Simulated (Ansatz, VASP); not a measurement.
**Two plane-wave programs on ZnO**

File INCAR:

```
SYSTEM = ZnO
ALGO = Normal ; EDIFF = 1E-6
EDIFFG = -0.008 ; ENCUT = 520
GGA = PS ; IBRION = 2
ISIF = 2 ; ISMEAR = 0
LASPH = .TRUE. ; LCHARG = .FALSE.
LREAL = .FALSE. ; LWAVE = .FALSE.
NELM = 100 ; NSW = 60
PREC = Accurate ; SIGMA = 0.02
```

The input KPOINTS:

```
k-points
0
G
  12 12 6
  0 0 0
```

The input POSCAR:

```
ZnO
1.0
    3.2304736098      0.0000000000      0.0000000000
   -1.6152368049      2.7976722123      0.0000000000
    0.0000000000      0.0000000000      4.9012310737
Zn O
2 2
Direct
    0.6666666667      0.3333333333      0.4946451986
    0.3333333333      0.6666666667     -0.0053548014
    0.6666666667      0.3333333333      0.8856648014
    0.3333333333      0.6666666667      0.3856648014
```

Input for Ansatz:

```yaml
crystal:
  lattice:
    - [3.2304736098, 0.0, 0.0]
    - [-1.6152368049, 2.7976722123, 0.0]
    - [0.0, 0.0, 4.9012310737]
  atoms:
    - { symbol: Zn, position: [0.6666666667, 0.3333333333, 0.4946451986] }
    - { symbol: Zn, position: [0.3333333333, 0.6666666667, -0.0053548014] }
    - { symbol: O, position: [0.6666666667, 0.3333333333, 0.8856648014] }
    - { symbol: O, position: [0.3333333333, 0.6666666667, 0.3856648014] }
basis:
  ecutwfc: 420
kpoints:
  mp_grid: { grid: [12, 12, 6] }
hamiltonian:
  xc: pbesol
scf:
  occupations: { method: gaussian, width: 0.02 }
output:
  forces: true
  stress: true
  eigenvalues: true
relax:
  adjacent_minimum: "off"
  f_tol: 0.008
  max_steps: 40
```

Change from the starting cell: strain along c alone, the other axes held, atoms relaxed: -6.0 %.

Alike in both runs: task relaxation of the atoms; functional PBEsol; k mesh 12 × 12 × 6; occupations gaussian, width 0.02 eV; no spin polarisation.

|  | VASP | Ansatz |
| --- | --- | --- |
| version | VASP 6.6.1 | Ansatz 0.2.0 |
| potentials or method | VASP PAW PBE potentials, release 64 (Zn, O), cutoff 520 eV | scalar-relativistic, plane waves, PAW |
| valence electrons in the cell | 36 | 36 |

VASP gave:

| Quantity | Value |
| --- | --- |
| gap on the k mesh at the Fermi level, each at its own relaxed structure (eV) | 0.85 |

Which values does Ansatz return?

gap on the k mesh at the Fermi level, each at its own relaxed structure (eV): 0.86.

VASP's potentials were made for PBE, not for PBEsol. Ansatz's warnings: stress scf threshold loose.
